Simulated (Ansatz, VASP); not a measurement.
**Two plane-wave programs on GaSe3**

Contents of INCAR:

```
ALGO = Fast ; EDIFF = 1E-6
EDIFFG = -0.01 ; ENCUT = 600
GGA = PE ; IBRION = 2
ISIF = 3 ; ISMEAR = 0
LASPH = True ; LCHARG = False
LREAL = False ; LWAVE = False
NELM = 100 ; NSW = 100
PREC = Accurate ; SIGMA = 0.1
```

Contents of KPOINTS:

```
k-points
0
Gamma
  8 8 8
```

File POSCAR:

```
GaSe3
1.0
   -3.9220826844      3.9220826844      3.0210791413
    3.9220826844     -3.9220826844      3.0210791413
    3.9220826844      3.9220826844     -3.0210791413
Ga Se
2 6
Direct
    0.2500000000      0.7500000000      0.5000000000
    0.7500000000      0.2500000000      0.5000000000
    0.2500000000      0.2500000000      0.0000000000
    0.7500000000      0.7500000000      0.0000000000
    0.6740160085      0.1740160085      0.8480320169
    0.3259839915      0.8259839915      0.1519679831
    0.1740160085      0.3259839915      0.5000000000
    0.8259839915      0.6740160085      0.5000000000
```

Input for Ansatz:

```yaml
crystal:
  lattice:
    - [-3.9220826844, 3.9220826844, 3.0210791413]
    - [3.9220826844, -3.9220826844, 3.0210791413]
    - [3.9220826844, 3.9220826844, -3.0210791413]
  atoms:
    - { symbol: Ga, position: [0.25, 0.75, 0.5] }
    - { symbol: Ga, position: [0.75, 0.25, 0.5] }
    - { symbol: Se, position: [0.25, 0.25, 0.0] }
    - { symbol: Se, position: [0.75, 0.75, 0.0] }
    - { symbol: Se, position: [0.6740160085, 0.1740160085, 0.8480320169] }
    - { symbol: Se, position: [0.3259839915, 0.8259839915, 0.1519679831] }
    - { symbol: Se, position: [0.1740160085, 0.3259839915, 0.5] }
    - { symbol: Se, position: [0.8259839915, 0.6740160085, 0.5] }
basis:
  ecutwfc: 420
kpoints:
  mp_grid: { grid: [8, 8, 8] }
hamiltonian:
  xc: pbe
scf:
  occupations: { method: gaussian, width: 0.1 }
output:
  forces: true
  stress: true
  eigenvalues: true
  write_density: true
  write_potential: true
  elf: true
  volumetric_format: npy
relax:
  adjacent_minimum: "off"
  f_tol: 0.01
  max_steps: 80
  cell: { stress_tol: 0.05 }
```

Change from the starting cell: species swapped into the AlPt3 type (I4/mcm, No. 140).

Alike in both runs: task relaxation of cell and atoms; functional PBE; k mesh 8 × 8 × 8; occupations gaussian, width 0.1 eV; no spin polarisation.

```csv
,VASP,Ansatz
version,VASP 6.6.1,Ansatz 0.2.0
potentials or method,"VASP PAW PBE potentials, release 64 (Ga_d, Se), cutoff 600 eV","scalar-relativistic, plane waves, PAW"
valence electrons in the cell,62,122
```

Ansatz gave:

```
gap on the k mesh at the Fermi level, each at its own relaxed structure (eV)  : none
relaxed volume (Å³/atom)                                                      : 22.97
relaxed length of the cell vector where the two differ most in proportion (Å) : 6.275
```

Task: Estimate VASP's values.

Result: gap on the k mesh at the Fermi level, each at its own relaxed structure (eV): none; relaxed volume (Å³/atom): 22.95; relaxed length of the cell vector where the two differ most in proportion (Å): 6.273.

A gap of «none» marks a metal or a gap that the smearing closes. VASP's potentials hold 62 valence electrons a cell and Ansatz's 122, so a difference there can come from the potentials and not from the codes.
